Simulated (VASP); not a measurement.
# GaN (F-43m) in VASP: settings compared, part 2 of 2

VASP 6.6.1. The steps go on from the part before.

### 4 Single point, RPBE

This run uses another cell than the first one, of 12.04 Å³/atom, 1.024 times its volume.

INCAR

```
SYSTEM = GaN
PREC = Accurate ; ENCUT = 520
EDIFF = 1E-7 ; ISMEAR = 0
SIGMA = 0.01 ; LREAL = .False.
LASPH = .True. ; NELM = 60
ALGO = Normal ; ISIF = 2
LWAVE = .False. ; LCHARG = .False.
GGA = RP ; NBANDS = 16
```

KPOINTS

```
Automatic mesh
0
Gamma
  8 8 8
  0 0 0
```

POSCAR

```
GaN
1.0
    0.0000000000      2.2920141942      2.2920141942
    2.2920141942      0.0000000000      2.2920141942
    2.2920141942      2.2920141942      0.0000000000
Ga N
1 1
Direct
    0.0000000000      0.0000000000      0.0000000000
    0.7500000000      0.7500000000      0.7500000000
```

On the command line:

```
$ cat potpaw_PBE.64/Ga_d/POTCAR potpaw_PBE.64/N/POTCAR > POTCAR
$ mpirun -np 1 vasp_std > vasp.out
```

It took 31 s on 1 thread of AMD EPYC 7R13, shared host; peak memory 0.11 GiB.

Results (log left out):

```yaml
Free_energy: -11.3355 eV
Pressure: -0.1 GPa
Band_gap_on_the_k_mesh: 1.45 eV, direct
```

Levels at points of the mesh, in eV from the valence-band top:
| k point | band 7 | band 8 | band 9 | band 10 | band 11 | band 12 |
| --- | --- | --- | --- | --- | --- | --- |
| (0.00, 0.00, 0.00) | 0.00 | 0.00 | 0.00 | 1.45 | 10.06 | 10.06 |
| (0.50, 0.00, 0.00) | -6.68 | -0.90 | -0.90 | 4.37 | 8.56 | 10.16 |
| (0.50, 0.50, 0.00) | -5.88 | -2.52 | -2.52 | 3.40 | 6.45 | 11.50 |

Caveat: the PAW data sets were made with another functional, which shifts forces and pressure a little.

### 5 Relaxation of cell and atoms, PBE

This run uses another cell than the first one, of 11.44 Å³/atom, 0.973 times its volume.

INCAR

```
PREC = Accurate ; ENCUT = 600
EDIFF = 1E-6 ; ISMEAR = 0
SIGMA = 0.01 ; LREAL = F
LASPH = T ; NELM = 100
ALGO = Normal ; ISIF = 3
LWAVE = F ; LCHARG = F
GGA = PE ; IBRION = 2
NSW = 80 ; EDIFFG = -0.01
```

KPOINTS

```
Automatic mesh
0
Gamma
  8 8 8
```

POSCAR

```
GaN
1.0
    0.0000000000      2.2535010000      2.2535010000
    2.2535010000      0.0000000000      2.2535010000
    2.2535010000      2.2535010000      0.0000000000
Ga N
1 1
Direct
    0.0000000000      0.0000000000      0.0000000000
    0.7500000000      0.7500000000      0.7500000000
```

On the command line:

```
$ cat potpaw_PBE.64/Ga_d/POTCAR potpaw_PBE.64/N/POTCAR > POTCAR
$ mpirun -np 1 vasp_std > vasp.out
```

Wall time 89 s (1 thread of AMD EPYC 7R13, shared host); peak memory 0.14 GiB.

Results (log left out):

```yaml
Free_energy: -12.1536 eV
Relaxed_volume: 11.76 Å³/atom
Relaxed_cell: a = 3.216 Å, b = 3.216 Å, c = 3.216 Å, α = 60.00°, β = 60.00°, γ = 60.00°
Space_group_after_relaxing_to_0.05_Å: F-43m (No. 216)
Energy_gained_by_relaxing: 4.7 meV/atom
Ionic_steps: 3
Pressure_after_relaxing: -0.1 GPa
Band_gap_on_the_k_mesh: 1.55 eV, direct
```

The path:
| step | energy change (eV) | largest force (eV/Å) | pressure (GPa) | volume (Å³) |
| --- | --- | --- | --- | --- |
| 1 | 0.0000 | 0.0000 | 4.91 | 22.89 |
| 2 | -0.0029 | 0.0000 | -3.73 | 24.07 |
| 3 | -0.0094 | 0.0000 | -0.09 | 23.52 |

Final structure:
```cif
data_structure
_symmetry_space_group_name_H-M 'P 1'
_symmetry_Int_Tables_number 1
_cell_length_a 3.2160
_cell_length_b 3.2160
_cell_length_c 3.2160
_cell_angle_alpha 60.000
_cell_angle_beta 60.000
_cell_angle_gamma 60.000
_cell_volume 23.52
loop_
_atom_site_label
_atom_site_type_symbol
_atom_site_fract_x
_atom_site_fract_y
_atom_site_fract_z
_atom_site_occupancy
Ga1 Ga 0.00000 0.00000 0.00000 1
N1 N 0.75000 0.75000 0.75000 1
```

Levels at points of the mesh, in eV from the valence-band top:
| k point | band 5 | band 6 | band 7 | band 8 | band 9 | band 10 | band 11 | band 12 | band 13 |
| --- | --- | --- | --- | --- | --- | --- | --- | --- | --- |
| (0.00, 0.00, 0.00) | -13.13 | -13.13 | 0.00 | 0.00 | 0.00 | 1.55 | 10.13 | 10.13 | 10.13 |
| (0.50, 0.00, 0.00) | -13.09 | -11.88 | -6.86 | -0.93 | -0.93 | 4.45 | 8.59 | 10.22 | 10.22 |
| (0.50, 0.50, 0.00) | -13.06 | -11.45 | -6.01 | -2.61 | -2.61 | 3.34 | 6.50 | 11.52 | 13.67 |

Expect the measured gap to be larger: semilocal functionals such as PBE lack the derivative discontinuity.

### 6 Relaxation of cell and atoms, RPBE

This run uses another cell than the first one, of 11.44 Å³/atom, 0.973 times its volume.

INCAR

```
PREC = Accurate
ENCUT = 600
EDIFF = 1E-6
ISMEAR = 0
SIGMA = 0.01
LREAL = F
LASPH = T
NELM = 80
ALGO = Normal
ISIF = 3
LWAVE = F
LCHARG = F
GGA = RP
IBRION = 2
NSW = 80
EDIFFG = -0.01
```

KPOINTS

```
regular mesh
0
Gamma
  8 8 8
```

POSCAR is that of step 5.

Potentials or basis: VASP PAW PBE potentials, release 64 (Ga_d, N).

On the command line:

```
$ cat potpaw_PBE.64/Ga_d/POTCAR potpaw_PBE.64/N/POTCAR > POTCAR
$ mpirun -np 1 vasp_std > vasp.out
```

Wall time 1.7 min (1 thread of AMD EPYC 7R13, shared host); peak memory 0.14 GiB.

Results (log left out):

- Free energy: -11.3350 eV
- Relaxed volume: 12.03 Å³/atom
- Relaxed cell: a = 3.240 Å, b = 3.240 Å, c = 3.240 Å, α = 60.00°, β = 60.00°, γ = 60.00°
- Space group after relaxing (to 0.05 Å): F-43m (No. 216)
- Energy gained by relaxing: 15.4 meV/atom
- Ionic steps: 3
- Pressure after relaxing: 0.0 GPa
- Band gap on the k mesh: 1.46 eV, direct

The path:
```tsv
step	energy change (eV)	largest force (eV/Å)	pressure (GPa)	volume (Å³)
1	0.0000	0.0000	8.85	22.89
2	-0.0123	0.0000	-5.69	25.05
3	-0.0309	0.0000	-0.01	24.06
```

Final structure:
```
Ga N
1.0
     0.00000    2.29135    2.29135
     2.29135    0.00000    2.29135
     2.29135    2.29135    0.00000
Ga N
1 1
Direct
  0.00000 0.00000 0.00000
  0.75000 0.75000 0.75000
```

Levels at points of the mesh, in eV from the valence-band top:
```tsv
k point	band 7	band 8	band 9	band 10	band 11	band 12
(0.00, 0.00, 0.00)	0.00	0.00	0.00	1.46	10.06	10.06
(0.50, 0.00, 0.00)	-6.68	-0.90	-0.90	4.38	8.56	10.17
(0.50, 0.50, 0.00)	-5.89	-2.52	-2.52	3.40	6.45	11.50
```

Caveat: the PAW data sets were made with another functional, which shifts forces and pressure a little.

### 7 Relaxation of cell and atoms, PBEsol

This run uses another cell than the first one, of 11.44 Å³/atom, 0.973 times its volume.

INCAR

```
SYSTEM = GaN
PREC = Accurate
ENCUT = 600
EDIFF = 1E-6
ISMEAR = 0
SIGMA = 0.01
LREAL = .False.
LASPH = .True.
NELM = 100
ALGO = Normal
ISIF = 3
LWAVE = .False.
LCHARG = .False.
GGA = PS
IBRION = 2
NSW = 80
EDIFFG = -0.01
```

KPOINTS

```
regular mesh
0
Gamma
  8 8 8
  0 0 0
```

POSCAR is that of step 6.

On the command line:

```
$ cat potpaw_PBE.64/Ga_d/POTCAR potpaw_PBE.64/N/POTCAR > POTCAR
$ mpirun -np 1 vasp_std > vasp.out
```

Run time: 1.7 min. Hardware: 1 thread of AMD EPYC 7R13, shared host; peak memory 0.14 GiB.

The run converged. Its results:

```
Free energy                            : -13.1241 eV
Relaxed volume                         : 11.35 Å³/atom
Relaxed cell                           : a = 3.178 Å, b = 3.178 Å, c = 3.178 Å, α = 60.00°, β = 60.00°, γ = 60.00°
Space group after relaxing (to 0.05 Å) : F-43m (No. 216)
Energy gained by relaxing              : 0.4 meV/atom
Ionic steps                            : 5
Pressure after relaxing                : 0.1 GPa
Band gap on the k mesh                 : 1.74 eV, direct
```

Step by step:
```csv
step,energy change (eV),largest force (eV/Å),pressure (GPa),volume (Å³)
1,0.0000,0.0000,-1.51,22.89
2,-0.0001,0.0000,1.76,22.53
3,-0.0009,0.0000,-0.15,22.70
4,-0.0008,0.0000,0.18,22.69
5,-0.0009,0.0000,0.08,22.69
```

Final structure:
```yaml
crystal:
  lattice:
    - [0.00000, 2.24706, 2.24706]
    - [2.24706, 0.00000, 2.24706]
    - [2.24706, 2.24706, 0.00000]
  atoms:
    - { symbol: Ga, position: [0.00000, 0.00000, 0.00000] }
    - { symbol: N, position: [0.75000, 0.75000, 0.75000] }
```

Levels at points of the mesh, in eV from the valence-band top:
```
           k point  band 7  band 8  band 9  band 10  band 11  band 12
(0.00, 0.00, 0.00)    0.00    0.00    0.00     1.74    10.26    10.26
(0.50, 0.00, 0.00)   -7.17   -0.99   -0.99     4.62     8.67    10.31
(0.50, 0.50, 0.00)   -6.22   -2.77   -2.77     3.23     6.61    11.64
```

Caveat: the PAW data sets were made with another functional, which shifts forces and pressure a little.

### 8 The runs side by side

| task | level | cell | cutoff (eV) | gap on the mesh (eV) | pressure (GPa) | relaxed volume (Å³/atom) |
| --- | --- | --- | --- | --- | --- | --- |
| single point | PBE | a = 3.216 Å, angles 60.0°, 2 atoms | 520 | 1.55 | 0.1 | - |
| single point | PBEsol | a = 3.180 Å, angles 60.0°, 2 atoms | 520 | 1.72 | -0.2 | - |
| single point | RPBE | a = 3.241 Å, angles 60.0°, 2 atoms | 520 | 1.45 | -0.1 | - |
| relaxation of cell and atoms | PBE | relaxed from a = 3.187 Å, angles 60.0°, 2 atoms | 600 | 1.55 | -0.1 | 11.76 |
| relaxation of cell and atoms | RPBE | relaxed from a = 3.187 Å, angles 60.0°, 2 atoms | 600 | 1.46 | 0.0 | 12.03 |
| relaxation of cell and atoms | PBEsol | relaxed from a = 3.187 Å, angles 60.0°, 2 atoms | 600 | 1.74 | 0.1 | 11.35 |

Alike in all rows: potentials or basis VASP PAW PBE potentials, release 64 (Ga_d, N); no spin polarisation; k mesh 8 × 8 × 8; smearing gaussian 0.01 eV.

Caveats: the PAW data sets were made with another functional, which shifts forces and pressure a little (some runs).

Absolute energies hang on the potentials; compare differences alone.
